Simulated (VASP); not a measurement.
A run of VASP 6.6.1 is set up as follows.

Contents of INCAR:

```
  PREC = Accurate
  ENCUT = 520
  EDIFF = 1E-6
  ISMEAR = 0
  SIGMA = 0.02
  LREAL = F
  LASPH = T
  NELM = 100
  ALGO = Normal
  ISIF = 2
  LWAVE = F
  LCHARG = F
  GGA = CA
  IBRION = 2
  NSW = 60
  EDIFFG = -0.008
```

File KPOINTS:

```
Automatic mesh
0
Gamma
  6 6 8
```

POSCAR

```
HfO2
1.0
    4.7888991402      0.0000000000      0.0000000000
    0.0000000000      4.7888991402      0.0000000000
    0.0000000000      0.0000000000      3.3769677595
Hf O
2 4
Direct
    0.0000000000      0.0000000000      0.0000000000
    0.5000000000      0.5000000000      0.5000000000
    0.1929739680      0.8070260320      0.5000000000
    0.3070260320      0.3070260320      0.0000000000
    0.6929739680      0.6929739680      0.0000000000
    0.8070260320      0.1929739680      0.5000000000
```

Potentials or basis: VASP PAW LDA potentials, release 64 (Hf_pv, O).

The run is started by

```bash
$ cat potpaw_LDA.64/Hf_pv/POTCAR potpaw_LDA.64/O/POTCAR > POTCAR
$ mpirun -np 1 vasp_std > vasp.out
```

Q: Estimate the band gap on the k mesh.

A: 3.58 eV.

Q: Estimate the energy gained by relaxing.

A: 0.3 meV/atom.

The path:
| step | energy change (eV) | largest force (eV/Å) | pressure (GPa) |
| --- | --- | --- | --- |
| 1 | 0.0000 | 0.1256 | -16.12 |
| 2 | -0.0015 | 0.0001 | -16.10 |

Caveat: the cell differs from its parent crystal (strain along c alone, the other axes held: +6.0 %); spin-orbit coupling is left out, which moves the levels of the heavy elements. A k mesh can miss the band edges.
